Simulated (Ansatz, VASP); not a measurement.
## Hf3C2 in VASP and in Ansatz

Contents of INCAR:

```
SYSTEM = Hf3C2
PREC     = Accurate       ! precision mode
ENCUT    = 600            ! plane-wave cutoff, eV
EDIFF    = 1E-6           ! SCF threshold, eV
ISMEAR   = 0              ! smearing method
SIGMA    = 0.2            ! smearing width, eV
LREAL    = .False.        ! projectors in reciprocal space
LASPH    = .True.         ! aspherical terms in the spheres
NELM     = 60             ! most SCF steps
ALGO     = Normal         ! electronic algorithm
ISIF     = 3              ! what is computed and relaxed
LWAVE    = .False.        ! write WAVECAR
LCHARG   = .False.        ! write CHGCAR
GGA      = PE             ! functional
IBRION   = 2              ! ionic algorithm
NSW      = 36             ! ionic steps
EDIFFG   = -0.08          ! ionic threshold
```

Contents of KPOINTS:

```
Automatic mesh
0
Gamma
  4 4 3
  0 0 0
```

Contents of POSCAR:

```
Hf3C2
1.0
    2.8750000000     -4.9850000000      0.0000000000
    2.8750000000      4.9850000000      0.0000000000
   -1.9227275100      0.0000000000      5.4296149900
Hf C
6 4
Direct
    0.2500000000      0.2500000000      0.2450000000
    0.7500000000      0.7500000000      0.7550000000
    0.0833000000      0.4167000000      0.7550000000
    0.9167000000      0.5833000000      0.2450000000
    0.4167000000      0.0833000000      0.7550000000
    0.5833000000      0.9167000000      0.2450000000
    0.5000000000      0.5000000000      0.0000000000
    0.3333000000      0.6667000000      0.5000000000
    0.6667000000      0.3333000000      0.5000000000
    0.0000000000      0.0000000000      0.5000000000
```

Input for Ansatz:

```yaml
crystal:
  lattice:
    - [2.875, -4.985, 0.0]
    - [2.875, 4.985, 0.0]
    - [-1.92272751, 0.0, 5.42961499]
  atoms:
    - { symbol: Hf, position: [0.25, 0.25, 0.245] }
    - { symbol: Hf, position: [0.75, 0.75, 0.755] }
    - { symbol: Hf, position: [0.0833, 0.4167, 0.755] }
    - { symbol: Hf, position: [0.9167, 0.5833, 0.245] }
    - { symbol: Hf, position: [0.4167, 0.0833, 0.755] }
    - { symbol: Hf, position: [0.5833, 0.9167, 0.245] }
    - { symbol: C, position: [0.5, 0.5, 0.0] }
    - { symbol: C, position: [0.3333, 0.6667, 0.5] }
    - { symbol: C, position: [0.6667, 0.3333, 0.5] }
    - { symbol: C, position: [0.0, 0.0, 0.5] }
basis:
  ecutwfc: 420
kpoints:
  mp_grid: { grid: [4, 4, 3] }
hamiltonian:
  xc: pbe
scf:
  occupations: { method: gaussian, width: 0.2 }
  lower_state_search: "off"
output:
  forces: true
  stress: true
  eigenvalues: true
relax:
  adjacent_minimum: "off"
  f_tol: 0.08
  max_steps: 16
  cell: { stress_tol: 0.8 }
```

Alike in both runs: task relaxation of cell and atoms; functional PBE; k mesh 4 × 4 × 3; occupations gaussian, width 0.2 eV; no spin polarisation.

|  | VASP | Ansatz |
| --- | --- | --- |
| version | VASP 6.6.1 | Ansatz 0.2.0 |
| potentials or method | VASP PAW PBE potentials, release 64 (Hf_pv, C), cutoff 600 eV | scalar-relativistic, plane waves, PAW |
| valence electrons in the cell | 76 | 172 |

```tsv
	VASP	Ansatz	Ansatz less VASP
gap on the k mesh at the Fermi level, each at its own relaxed structure (eV)	none	none	-
relaxed volume (Å³/atom)	14.96	15.04	+0.078
relaxed cell length with the largest relative difference (Å)	5.673	5.685	+0.0119
```

A gap of «none» marks a metal or a gap that the smearing closes. VASP's potentials hold 76 valence electrons a cell and Ansatz's 172, so a difference there can come from the potentials and not from the codes. Ansatz's warnings: bands unlocked at the loops exit, eigensolver not converged, forces off the residual converged image.

The k mesh is coarse, so the values compare programs but aren't converged. Spin-orbit coupling is off throughout.
